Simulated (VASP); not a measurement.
# Lu (Fd-3m) in VASP: further runs, part 2 of 2

VASP 6.6.1. The steps go on from the part before.

### Step 4. Relaxation of cell and atoms, PBEsol

This run uses another cell than the first one, of 38.27 Å³/atom.

File INCAR:

```
  PREC = Accurate
  ENCUT = 600
  EDIFF = 1E-7
  ISMEAR = -1
  SIGMA = 0.1
  LREAL = F
  LASPH = T
  NELM = 120
  ALGO = Normal
  ISIF = 3
  LWAVE = F
  LCHARG = F
  GGA = PS
  IBRION = 2
  NSW = 80
  EDIFFG = -0.03
  GGA_COMPAT = F
  NELMIN = 4
```

File KPOINTS:

```
regular mesh
0
Gamma
  6 6 6
```

File POSCAR:

```
Lu
1.0
    0.0000000000      3.3700000000      3.3700000000
    3.3700000000      0.0000000000      3.3700000000
    3.3700000000      3.3700000000      0.0000000000
Lu
2
Direct
    1.0000000000      1.0000000000      1.0000000000
    0.2500000000      0.2500000000      0.2500000000
```

Potentials or basis: VASP PAW PBE potentials, release 64 (Lu).

Started as:

```
$ cat potpaw_PBE.64/Lu/POTCAR > POTCAR
$ mpirun -np 1 vasp_std > vasp.out
```

OUTCAR:

```text
PREC = Accurate
   ENCUT = 600
   EDIFF = 1E-7
   ISMEAR = -1
   LREAL = F
   LASPH = T
   NELM = 120
   ISIF = 3
   GGA = PS
   IBRION = 2
   NSW = 80
   EDIFFG = -0.03
   NELMIN = 4

 ion  position               nearest neighbor table
   1  0.000  0.000  0.000-   2 2.92   2 2.92   2 2.92   2 2.92
   2  0.250  0.250  0.250-   1 2.92   1 2.92   1 2.92   1 2.92

  LATTYP: Found a face centered cubic cell.
 ALAT       =     6.7400000000

  Lattice vectors:

 A1 = (   0.0000000000,   3.3700000000,   3.3700000000)
 A2 = (   3.3700000000,   0.0000000000,   3.3700000000)
 A3 = (   3.3700000000,   3.3700000000,   0.0000000000)

Analysis of symmetry for initial positions (statically):
=====================================================================
 Subroutine PRICEL returns:
 Original cell was already a primitive cell.

 Routine SETGRP: Setting up the symmetry group for a
 face centered cubic supercell.

 Subroutine GETGRP returns: Found 48 space group operations
 (whereof 24 operations were pure point group operations)
 out of a pool of 48 trial point group operations.

The static configuration has the point symmetry T_d .
 The point group associated with its full space group is O_h .

Analysis of symmetry for dynamics (positions and initial velocities):
=====================================================================
 Subroutine PRICEL returns:
 Original cell was already a primitive cell.

 Routine SETGRP: Setting up the symmetry group for a
 face centered cubic supercell.

 Subroutine GETGRP returns: Found 48 space group operations
 (whereof 24 operations were pure point group operations)
 out of a pool of 48 trial point group operations.

The dynamic configuration has the point symmetry T_d .
 The point group associated with its full space group is O_h .

[... 94 lines left out ...]
   NFREE  =      1    steps in history (QN), initial steepest desc. (CG)
   ISIF   =      3    stress and relaxation
   ISYM   =      2    0-nonsym 1-usesym 2-fastsym
   POTIM  = 0.5000    time-step for ionic-motion
   TEBEG  =    0.0;   TEEND  =   0.0 temperature during run
   PSTRESS=    0.0 pullay stress
   NELECT =      50.0000    total number of electrons
   NUPDOWN=      -1.0000    fix difference up-down
   EMIN   =  10.00;   EMAX   =-10.00  energy-range for DOS
   EFERMI =   0.00;   METHOD = LEGACY
   ISMEAR =    -1;   SIGMA  =   0.10  broadening in eV -4-tet -1-fermi 0-gaus
   EFERMI_NEDOS =   21; number of points for ismear=-14 and -15
   IALGO  =     38    algorithm
   IMIX   =      4    mixing-type and parameters
     AMIX     =   0.40;   BMIX     =  1.00
     AMIX_MAG =   1.60;   BMIX_MAG =  1.00
  volume/ion in A,a.u.               =      38.27       258.28
  Fermi-wavevector in a.u.,A,eV,Ry     =   1.420447  2.684255 27.452050  2.017669
  Thomas-Fermi vector in A             =   2.541361
   LORBIT       =      0    0 simple, 1 ext, 2 COOP (PROOUT), +10 PAW based schemes
   GGA     = PS    functional components
   LHFCALC =     F    Hartree Fock is set to
   AEXX    =    0.0000 exact exchange contribution
   IVDW    =     0    specifies the selected vdW correction
   LEPSILON=     F    determine dielectric tensor
   LRPA    =     F    only Hartree local field effects (RPA)
 conjugate gradient relaxation of ions
 non-spin polarized calculation
  energy-cutoff  :      600.00
  volume of cell :       76.55
 maximum number of plane-waves:      2637
 NGX is ok and might be reduce to    40
   NGX = 19   NGY = 19   NGZ = 19

--------------------------------------- Ionic step        1  -------------------------------------------

 number of electron      49.9999990 magnetization

 Free energy of the ion-electron system (eV)
  ---------------------------------------------------
  ext. energy  EPLUGINS =         0.00000000
  ---------------------------------------------------
  free energy    TOTEN  =        -5.63650272 eV

  energy without entropy =       -5.49848981  energy(sigma->0) =       -5.56749626

------------------------ aborting loop because EDIFF is reached ----------------------------------------

  FORCE on cell =-STRESS in cart. coord.  units (eV):
  Direction    XX          YY          ZZ          XY          YZ          ZX
  --------------------------------------------------------------------------------------
  -------------------------------------------------------------------------------------
  Total        1.0794478      1.0794478      1.0794478      0.0000000      0.0000000      0.0000000
  in kB       22.5939695     22.5939695     22.5939695      0.0000000      0.0000000      0.0000000
  external PRESSURE =      22.5939695 kB  Pullay stress =       0.0000000 kB
[... 95 lines left out ...]
--------------------------------------- Ionic step        4  -------------------------------------------

 number of electron      50.0000002 magnetization

 Free energy of the ion-electron system (eV)
  ---------------------------------------------------
  ext. energy  EPLUGINS =         0.00000000
  ---------------------------------------------------
  free energy    TOTEN  =        -5.74855061 eV

  energy without entropy =       -5.59593229  energy(sigma->0) =       -5.67224145

 E-fermi :   0.0865     XC(G=0):  -8.5372

 val. band max:        0.0804092466   @ k =  -0.1667   0.1667   0.0000
 cond. band min:       0.0926657040   @ k =   0.5000   0.3333   0.1667
 fundamental gap:      0.0122564573
 Fermi energy:         0.0864995478

 k-point     1 :       0.0000    0.0000    0.0000
  band No.  band energies     occupation
      1     -56.9930      2.00000
      2     -56.9172      2.00000
      3     -27.7693      2.00000
      4     -27.7693      2.00000
      5     -27.7693      2.00000
      6     -27.4203      2.00000
[... 546 lines left out ...]
  FREE ENERGIE OF THE ION-ELECTRON SYSTEM (eV)
  ---------------------------------------------------
  free  energy   TOTEN  =        -5.7485506105 eV

  energy  without entropy=       -5.5959322868  energy(sigma->0) =       -5.67224145

 reached required accuracy - stopping structural energy minimisation
```

CONTCAR:

```text
Lu
   1.00000000000000
     0.0000000000000000    3.5920982846287033    3.5920982846287033
     3.5920982846287033    0.0000000000000000    3.5920982846287033
     3.5920982846287033    3.5920982846287033   -0.0000000000000000
  Lu
     2
Direct
     0.0000000000000000    0.0000000000000000    0.0000000000000000
     0.2500000000000000    0.2500000000000000    0.2500000000000000

  0.00000000E+00  0.00000000E+00  0.00000000E+00
  0.00000000E+00  0.00000000E+00  0.00000000E+00
```

It took 5.3 min on 1 thread of Intel Xeon Platinum 8375C at 2.90GHz (Ice Lake), shared host; peak memory 0.25 GiB.

Results:

| Property | Result |
| --- | --- |
| Free energy | -5.7486 eV |
| Relaxed volume | 46.35 Å³/atom |
| Relaxed cell | a = 5.080 Å, b = 5.080 Å, c = 5.080 Å, α = 60.00°, β = 60.00°, γ = 60.00° |
| Space group after relaxing (to 0.1 Å) | Fd-3m (No. 227) |
| Energy gained by relaxing | 56.0 meV/atom |
| Ionic steps | 4 |
| Pressure after relaxing | 0.0 GPa |
| Band gap on the k mesh | zero (bands 25 and 26 overlap by 1.21 eV) |

The path:
| step | energy change (eV) | largest force (eV/Å) | pressure (GPa) | volume (Å³) |
| --- | --- | --- | --- | --- |
| 1 | 0.0000 | 0.0000 | 2.26 | 76.55 |
| 2 | -0.0709 | 0.0000 | 1.42 | 82.68 |
| 3 | -0.1096 | 0.0000 | -0.30 | 95.24 |
| 4 | -0.1120 | 0.0000 | -0.02 | 92.70 |

Final structure:
```
CELL_PARAMETERS angstrom
0.00000 3.59210 3.59210
3.59210 0.00000 3.59210
3.59210 3.59210 0.00000
ATOMIC_POSITIONS crystal
Lu 0.00000 0.00000 0.00000
Lu 0.25000 0.25000 0.25000
```

Levels at points of the mesh, in eV from the Fermi level:
| k point | band 21 | band 22 | band 23 | band 24 | band 25 | band 26 | band 27 | band 28 |
| --- | --- | --- | --- | --- | --- | --- | --- | --- |
| (0.00, 0.00, 0.00) | -5.68 | -5.67 | -4.56 | 0.35 | 0.35 | 0.53 | 0.53 | 0.53 |
| (0.50, 0.00, 0.00) | -5.68 | -5.68 | -2.86 | -0.92 | 0.28 | 0.28 | 0.29 | 0.73 |
| (0.50, 0.50, 0.00) | -5.69 | -5.69 | -1.41 | -1.41 | -0.62 | -0.62 | 0.88 | 0.88 |

Caveat: the volume moved by over 15 % at a fixed basis, so the end points are rough; the PAW data sets were made with another functional, which shifts forces and pressure a little; spin-orbit coupling is left out, which moves the levels of the heavy elements.

### Step 5. The runs side by side

```csv
task,cell,cutoff (eV),gap on the mesh (eV),pressure (GPa)
single point,"a = 5.076 Å, angles 60.0°, 2 atoms",520,none,0.0
relaxation of cell and atoms,"relaxed from a = 5.076 Å, angles 60.0°, 2 atoms",600,none,0.1
relaxation of cell and atoms,"relaxed from a = 4.766 Å, angles 60.0°, 2 atoms",600,none,0.0
```

Alike in all rows: level PBEsol; potentials or basis VASP PAW PBE potentials, release 64 (Lu); no spin polarisation; k mesh 6 × 6 × 6; smearing fermi-dirac 0.1 eV.

Caveats: the PAW data sets were made with another functional, which shifts forces and pressure a little; spin-orbit coupling is left out, which moves the levels of the heavy elements; the relaxation stopped at its first step, so nothing moved (at least some runs); the volume moved by over 15 % at a fixed basis, so the end points are rough (at least some runs).

Absolute energies hang on the potentials; compare differences alone.
